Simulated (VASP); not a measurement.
# BAs (I-4m2) in VASP: notebook, part 2 of 2

VASP 6.6.1. The steps go on from the part before.

### 4 Single point, PBE (strain +0.040 along x and y, -0.080 along z)

File INCAR:

```
SYSTEM = BAs
ALGO = Normal
EDIFF = 1E-7
ENCUT = 520
GGA = PE
ISIF = 2
ISMEAR = 0
LASPH = .TRUE.
LCHARG = .FALSE.
LREAL = .FALSE.
LWAVE = .FALSE.
NBANDS = 11
NELM = 80
PREC = Accurate
SIGMA = 0.05
```

File KPOINTS:

```
k-points
0
G
  10 10 10
  0 0 0
```

File POSCAR:

```
BAs
1.0
    0.0000000000      2.5005876081      2.2120582687
    2.5005876081      0.0000000000      2.2120582687
    2.5005876081      2.5005876081      0.0000000000
B As
1 1
Direct
    0.0000000000      0.0000000000      0.0000000000
    0.7500000000      0.7500000000      0.7500000000
```

Potentials or basis: VASP PAW PBE potentials, release 64 (B, As).

Launch:

```bash
$ cat potpaw_PBE.64/B/POTCAR potpaw_PBE.64/As/POTCAR > POTCAR
$ mpirun -np 1 vasp_std > vasp.out
```

OUTCAR:

```text
SYSTEM = BAs
   EDIFF = 1E-7
   ENCUT = 520
   GGA = PE
   ISIF = 2
   ISMEAR = 0
   LASPH = .TRUE.
   LREAL = .FALSE.
   NELM = 80
   PREC = Accurate

 ion  position               nearest neighbor table
   1  0.000  0.000  0.000-   2 2.09   2 2.09   2 2.09   2 2.09
   2  0.750  0.750  0.750-   1 2.09   1 2.09   1 2.09   1 2.09

  LATTYP: Found a body centered tetragonal cell.
 ALAT       =     3.5363649093
 C/A-ratio  =     1.2510350744

  Lattice vectors:

 A1 = (   0.0000000000,  -2.5005876081,  -2.2120582687)
 A2 = (   0.0000000000,   2.5005876081,  -2.2120582687)
 A3 = (   2.5005876081,   0.0000000000,   2.2120582687)

Analysis of symmetry for initial positions (statically):
=====================================================================
 Subroutine PRICEL returns:
 Original cell was already a primitive cell.

 Routine SETGRP: Setting up the symmetry group for a
 body centered tetragonal supercell.

 Subroutine GETGRP returns: Found  8 space group operations
 (whereof  8 operations were pure point group operations)
 out of a pool of 16 trial point group operations.

The static configuration has the point symmetry D_2d.

Analysis of symmetry for dynamics (positions and initial velocities):
=====================================================================
 Subroutine PRICEL returns:
 Original cell was already a primitive cell.

 Routine SETGRP: Setting up the symmetry group for a
 body centered tetragonal supercell.

 Subroutine GETGRP returns: Found  8 space group operations
 (whereof  8 operations were pure point group operations)
 out of a pool of 16 trial point group operations.

The dynamic configuration has the point symmetry D_2d.

 Subroutine INISYM returns: Found  8 space group operations
 (whereof  8 operations are pure point group operations),
 and found     1 'primitive' translations

----------------------------------------------------------------------------------------

                                     Primitive cell

  volume of cell :      27.6637

  direct lattice vectors                    reciprocal lattice vectors
     0.000000000  2.500587608  2.212058269    -0.199953002  0.199953002  0.226033829
     2.500587608  0.000000000  2.212058269     0.199953002 -0.199953002  0.226033829
     2.500587608  2.500587608  0.000000000     0.199953002  0.199953002 -0.226033829

  length of vectors
     3.338583557  3.338583557  3.536364909     0.362013395  0.362013395  0.362013395

  position of ions in fractional coordinates (direct lattice)
     0.000000000  0.000000000  0.000000000
     0.750000000  0.750000000  0.750000000

  ion indices of the primitive-cell ions
   primitive index   ion index
                 1           1
                 2           2

----------------------------------------------------------------------------------------

 KPOINTS: k-points

Automatic generation of k-mesh.
 Grid dimensions read from file:
 generate k-points for:   10   10   10

 Generating k-lattice:

  Cartesian coordinates                     Fractional coordinates (reciprocal lattice)
    -0.019995300  0.019995300  0.022603383     0.100000000 -0.000000000  0.000000000
     0.019995300 -0.019995300  0.022603383    -0.000000000  0.100000000  0.000000000
     0.019995300  0.019995300 -0.022603383     0.000000000  0.000000000  0.100000000

  Length of vectors
     0.036201339  0.036201339  0.036201339

  Shift w.r.t. Gamma in fractional coordinates (k-lattice)
     0.000000000  0.000000000  0.000000000

 Subroutine IBZKPT returns following result:
 ===========================================

 Found    102 irreducible k-points:

 Following reciprocal coordinates:
            Coordinates               Weight
  0.000000  0.000000  0.000000      1.000000
  0.100000 -0.000000  0.000000      8.000000
  0.200000 -0.000000  0.000000      8.000000
  0.300000 -0.000000  0.000000      8.000000
  0.400000 -0.000000  0.000000      8.000000
  0.500000  0.000000  0.000000      4.000000
[... 16 lines left out ...]
  0.300000  0.300000  0.000000      2.000000
  0.400000  0.300000  0.000000      8.000000
 [... further k-points ...]
   k-points           NKPTS =    102   k-points in BZ     NKDIM =    102   number of bands    NBANDS=     11
   number of dos      NEDOS =    301   number of ions     NIONS =      2
   total plane-waves  NPLWV =  21952
   dimension x,y,z NGX =    28 NGY =   28 NGZ =   28
   dimension x,y,z NGXF=    56 NGYF=   56 NGZF=   56
   ions per type =               1   1
   NGX,Y,Z   is equivalent  to a cutoff of  13.94, 13.94, 13.16 a.u.
   NGXF,Y,Z  is equivalent  to a cutoff of  27.89, 27.89, 26.33 a.u.
 SYSTEM =  BAs
   PREC   = accura    normal or accurate (medium, high low for compatibility)
   ISTART =      0    job   : 0-new  1-cont  2-samecut
   ICHARG =      2    charge: 1-file 2-atom 10-const
   ISPIN  =      1    spin polarized calculation?
   LNONCOLLINEAR =      F non collinear calculations
   LSORBIT =      F    spin-orbit coupling
   LASPH  =      T    aspherical Exc in radial PAW
   ENCUT  =  520.0 eV  38.22 Ry    6.18 a.u.   6.21  6.21  6.58*2*pi/ulx,y,z
   NELM   =     80;   NELMIN=  2; NELMDL= -5     # of ELM steps
   EDIFF  = 0.1E-06   stopping-criterion for ELM
   LREAL  =      F    real-space projection
   EDIFFG = 0.1E-05   stopping-criterion for IOM
   NSW    =      0    number of steps for IOM
   IBRION =     -1    ionic relax: 0-MD 1-quasi-New 2-CG
   NFREE  =      0    steps in history (QN), initial steepest desc. (CG)
   ISIF   =      2    stress and relaxation
   ISYM   =      2    0-nonsym 1-usesym 2-fastsym
   POTIM  = 0.5000    time-step for ionic-motion
   TEBEG  =    0.0;   TEEND  =   0.0 temperature during run
   PSTRESS=    0.0 pullay stress
   NELECT =       8.0000    total number of electrons
   NUPDOWN=      -1.0000    fix difference up-down
   EMIN   =  10.00;   EMAX   =-10.00  energy-range for DOS
   EFERMI =   0.00;   METHOD = LEGACY
   ISMEAR =     0;   SIGMA  =   0.05  broadening in eV -4-tet -1-fermi 0-gaus
   EFERMI_NEDOS =   21; number of points for ismear=-14 and -15
   IALGO  =     38    algorithm
   IMIX   =      4    mixing-type and parameters
     AMIX     =   0.40;   BMIX     =  1.00
     AMIX_MAG =   1.60;   BMIX_MAG =  1.00
  volume/ion in A,a.u.               =      13.83        93.34
  Fermi-wavevector in a.u.,A,eV,Ry     =   1.082600  2.045817 15.946330  1.172022
  Thomas-Fermi vector in A             =   2.218645
   LORBIT       =      0    0 simple, 1 ext, 2 COOP (PROOUT), +10 PAW based schemes
   GGA     = PE    functional components
   LHFCALC =     F    Hartree Fock is set to
   AEXX    =    0.0000 exact exchange contribution
   IVDW    =     0    specifies the selected vdW correction
   LEPSILON=     F    determine dielectric tensor
   LRPA    =     F    only Hartree local field effects (RPA)
 non-spin polarized calculation
 Gauss-broadening in eV      SIGMA  =   0.05
  energy-cutoff  :      520.00
  volume of cell :       27.66
 maximum number of plane-waves:       765
 NGX is ok and might be reduce to    28
   NGX = 13   NGY = 13   NGZ = 13

 number of electron       8.0000000 magnetization

 Free energy of the ion-electron system (eV)
  ---------------------------------------------------
  ext. energy  EPLUGINS =         0.00000000
  ---------------------------------------------------
  free energy    TOTEN  =       -11.25935931 eV

  energy without entropy =      -11.25923522  energy(sigma->0) =      -11.25929727

 E-fermi :   6.1860     XC(G=0): -10.5394

 val. band max:        6.1407880097   @ k =   0.1000  -0.0000   0.0000
 cond. band min:       6.4046779301   @ k =   0.3000   0.3000   0.0000
 fundamental gap:      0.2638899204
 Fermi energy:         6.1859902554

 k-point     1 :       0.0000    0.0000    0.0000
  band No.  band energies     occupation
      1      -9.2859      2.00000
      2       5.6271      2.00000
      3       5.6271      2.00000
      4       6.6557      0.00000
      5       8.7882      0.00000
      6       9.5917      0.00000
      7       9.5917      0.00000
      8      10.3242      0.00000
      9      15.5509      0.00000
     10      17.2791      0.00000
     11      19.1054      0.00000
[... 309 lines left out ...]
 k-point    24 :       0.4000    0.3000    0.0000
  band No.  band energies     occupation
      1      -6.3016      2.00000
      2      -0.0560      2.00000
      3       1.8837      2.00000
      4       1.9062      2.00000
      5       6.6676      0.00000
      6       8.8899      0.00000
      7      14.7023      0.00000
      8      14.7347      0.00000
      9      18.4958      0.00000
     10      21.0962      0.00000
     11      22.1736      0.00000

 [... further k-points ...]
[... 5 lines left out ...]
  --------------------------------------------------------------------------------------
  -------------------------------------------------------------------------------------
  Total       -0.9640309     -0.9640309      2.4813728      0.0000000     -0.0000000      0.0000000
  in kB      -55.8329808    -55.8329808    143.7116205      0.0000000     -0.0000000      0.0000000
  external PRESSURE =      10.6818863 kB  Pullay stress =       0.0000000 kB

 VOLUME and BASIS-vectors are now :
 -----------------------------------------------------------------------------
  energy-cutoff  :      520.00
  volume of cell :       27.66
      direct lattice vectors                 reciprocal lattice vectors
     0.000000000  2.500587608  2.212058269    -0.199953002  0.199953002  0.226033829
     2.500587608  0.000000000  2.212058269     0.199953002 -0.199953002  0.226033829
     2.500587608  2.500587608  0.000000000     0.199953002  0.199953002 -0.226033829

 POSITION                                       TOTAL-FORCE (eV/Angst)
 -----------------------------------------------------------------------------------
      0.00000      0.00000      0.00000        -0.000000     -0.000000     -0.000000
      3.75088      3.75088      3.31809         0.000000      0.000000      0.000000
 -----------------------------------------------------------------------------------
    total drift:                               -0.000000     -0.000000      0.000000

  FREE ENERGIE OF THE ION-ELECTRON SYSTEM (eV)
  ---------------------------------------------------
  free  energy   TOTEN  =       -11.2593593142 eV

  energy  without entropy=      -11.2592352204  energy(sigma->0) =      -11.25929727
```

Run time: 22 s. Hardware: 1 thread of Intel Xeon Platinum 8488C (Sapphire Rapids), shared host; peak memory 0.18 GiB.

Results:

* Free energy: -11.2594 eV
* Pressure: 1.1 GPa
* Band gap on the k mesh: zero (band 4 reaches 6.66 eV, above the bottom of band 5 at 6.14 eV)

Caveat: the cell differs from its parent crystal (strain +0.040 along x and y, -0.080 along z).

### 5 Summary

```tsv
cell	gap on the mesh (eV)	pressure (GPa)
a = 3.403, b = 3.403, c = 3.264 Å, angles 61.3, 61.3, 57.3°, 2 atoms	0.54	6.8
a = 3.474, b = 3.474, c = 3.264 Å, angles 62.0, 62.0, 56.0°, 2 atoms	0.31	1.3
a = 3.339, b = 3.339, c = 3.536 Å, angles 58.0, 58.0, 64.0°, 2 atoms	none	1.1
```

Alike in all rows: task single point; level PBE; potentials or basis VASP PAW PBE potentials, release 64 (B, As); no spin polarisation; k mesh 10 × 10 × 10; cutoff (eV) 520; smearing gaussian 0.05 eV.

Absolute energies hang on the potentials; compare differences alone.
